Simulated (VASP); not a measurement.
The system is MnO2.

```xyz
3
Lattice="1.4284 0.8247 4.5839 -1.4284 0.8247 4.5839 0.0000 -1.6494 4.5839" Properties=species:S:1:pos:R:3 pbc="T T T"
Mn    0.0000    0.0000    0.0000
O     0.0000    0.0000   10.1163
O     0.0000    0.0000    3.6355
```

```yaml
Program: VASP 6.6.1
Task: relaxation of cell and atoms
Functional: PBEsol
Potentials_or_basis: VASP PAW PBE potentials, release 64 (Mn_pv, O)
Cutoff: 600 eV
k_mesh: 11 × 11 × 11
Occupations: fermi-dirac, width 0.05 eV
Spin: collinear spin, ferromagnetic start
Starting_moments: "[4.0, 0.0, 0.0] μB"
Hubbard_terms: Mn d U = 6.0 eV
```

At the start: pressure 7.7 GPa; volume 10.80 Å³/atom.

Task: Where does the relaxation end?

Result: Over 15 steps the energy falls by 12.6 meV/atom and the volume is 11.45 Å³/atom (+6.0 %); space group R-3m (No. 166, to 0.1 Å) before and after; moment 3.00 μB per cell.

The path:
| step | energy change (eV) | largest force (eV/Å) | pressure (GPa) | volume (Å³) |
| --- | --- | --- | --- | --- |
| 1 | 0.0000 | 0.3953 | 7.69 | 32.40 |
| 2 | -0.0015 | 0.6664 | -5.99 | 34.89 |
| 3 | -0.0338 | 0.1801 | 0.08 | 33.61 |
| 4 | -0.0369 | 0.0697 | 0.03 | 33.72 |
| 5 | -0.0373 | 0.0117 | 0.01 | 33.79 |
| 6 | -0.0373 | 0.0062 | 0.10 | 33.79 |
| 7 | -0.0374 | 0.0108 | 0.27 | 33.80 |
| 8 | -0.0374 | 0.0104 | 0.28 | 33.81 |
| 9 | -0.0374 | 0.0098 | 0.28 | 33.82 |
| 10 | -0.0374 | 0.0084 | 0.27 | 33.85 |
| 11 | -0.0375 | 0.0056 | 0.21 | 33.90 |
| 12 | -0.0376 | 0.0004 | 0.17 | 34.01 |
| 13 | -0.0377 | 0.0118 | 0.07 | 34.23 |
| 14 | -0.0378 | 0.0162 | 0.04 | 34.31 |
| 15 | -0.0378 | 0.0082 | 0.04 | 34.35 |

Final structure:
```cif
data_structure
_symmetry_space_group_name_H-M 'P 1'
_symmetry_Int_Tables_number 1
_cell_length_a 4.9680
_cell_length_b 4.9680
_cell_length_c 4.9680
_cell_angle_alpha 34.096
_cell_angle_beta 34.096
_cell_angle_gamma 34.096
_cell_volume 34.35
loop_
_atom_site_label
_atom_site_type_symbol
_atom_site_fract_x
_atom_site_fract_y
_atom_site_fract_z
_atom_site_occupancy
Mn1 Mn 0.00000 0.00000 0.00000 1
O1 O 0.73439 0.73439 0.73439 1
O2 O 0.26561 0.26561 0.26561 1
```

Caveat: the PAW data sets were made with another functional, which shifts forces and pressure a little; a cell with one magnetic atom can't hold antiferromagnetic order, which such compounds often take.
